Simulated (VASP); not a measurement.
Wanted: the native input for a VASP 6.6.1 run.

```yaml
Task: single point
Functional: PBE
Potentials_or_basis: VASP PAW PBE potentials, release 64 (Ru_pv)
Cutoff: 520 eV
k_mesh: 11 × 11 × 1
Occupations: fermi-dirac, width 0.05 eV
Spin: no spin polarisation
Dipole_correction: yes
Further_INCAR_settings: ALGO = Normal; EDIFF = 1e-07; NBANDS = 43
```

The structure of Ru lies in POSCAR:

```
Ru
1.0
    2.7057993342      0.0000000000      0.0000000000
   -1.3528996671      2.3432909610      0.0000000000
    0.0000000000      0.0000000000     23.5638000000
Ru
5
Direct
    0.3333333333      0.6666666666      0.3182848267
    0.6666666667      0.3333333334      0.4091424134
    0.3333333333      0.6666666666      0.5000000000
    0.6666666667      0.3333333334      0.5908575866
    0.3333333333      0.6666666666      0.6817151733
```

These files were run (other wordings do the same):

INCAR

```
PREC = Accurate
ENCUT = 520
EDIFF = 1E-7
ISMEAR = -1
SIGMA = 0.05
LREAL = False
LASPH = True
NELM = 80
ALGO = Normal
ISIF = 2
LWAVE = False
LCHARG = True
LDIPOL = True
IDIPOL = 3
DIPOL = 0.5 0.5 0.500
GGA = PE
LELF = True
LVHAR = True
LVACPOTAV = True
NBANDS = 43
```

KPOINTS

```
Automatic mesh
0
Gamma
  11 11 1
```

Potentials or basis: VASP PAW PBE potentials, release 64 (Ru_pv).

The run is started by

```console
$ cat potpaw_PBE.64/Ru_pv/POTCAR > POTCAR
$ mpirun -np 1 vasp_std > vasp.out
```

It gave:

* Largest force: 0.746 eV/Å
* Band gap on the k mesh: zero (bands 35 and 36 overlap by 2.38 eV)

It took 5.3 min on 1 thread of AMD EPYC 7R13, on a shared host, peak memory 0.25 GiB.
